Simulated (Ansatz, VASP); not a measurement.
One calculation of Ti, two programs

File INCAR:

```
PREC = Accurate
ENCUT = 400
EDIFF = 1E-8
ISMEAR = -1
SIGMA = 0.05
LREAL = False
LASPH = True
NELM = 120
ALGO = Normal
ISIF = 2
LWAVE = False
LCHARG = False
LEFG = True
NBANDS = 12
GGA_COMPAT = False
```

KPOINTS

```
Automatic mesh
0
Gamma
  15 15 15
```

File POSCAR:

```
Ti
1.0
    0.0000000000      1.9885598007      1.9885598007
    1.9885598007      0.0000000000      1.9885598007
    1.9885598007      1.9885598007      0.0000000000
Ti
1
Direct
    0.0000000000      0.0000000000      0.0000000000
```

Input for Ansatz:

```yaml
crystal:
  lattice:
    - [0.0, 1.9885598007, 1.9885598007]
    - [1.9885598007, 0.0, 1.9885598007]
    - [1.9885598007, 1.9885598007, 0.0]
  atoms:
    - { symbol: Ti, position: [0.0, 0.0, 0.0] }
kpoints:
  mp_grid: { grid: [15, 15, 15] }
scf:
  occupations: { method: fermi_dirac, width: 0.05 }
hamiltonian:
  xc: lda
  pseudopotentials: { kind: all_electron, datasets: crystal }
output:
  forces: true
  stress: true
  eigenvalues: true
  efg: { contact_densities: true }
```

Change from the starting cell: volume scaled by 0.94, crystal datasets.

Alike in both runs: task electric field gradients; functional LDA; k mesh 15 × 15 × 15; occupations fermi-dirac, width 0.05 eV; no spin polarisation.

```csv
,VASP,Ansatz
version,VASP 6.6.1,Ansatz 0.2.0
potentials or method,"VASP PAW LDA potentials, release 64 (Ti_sv), cutoff 400 eV","all-electron PAW with datasets made for the crystal, scalar-relativistic"
```

|  | VASP | Ansatz | Ansatz less VASP |
| --- | --- | --- | --- |
| pressure (GPa) | 1.4 | 2.4 | +1.01 |

LDA's correlation is that of Perdew and Zunger in VASP and of Perdew and Wang (1992) in Ansatz. Ansatz ran all-electron here, and VASP with PAW potentials.
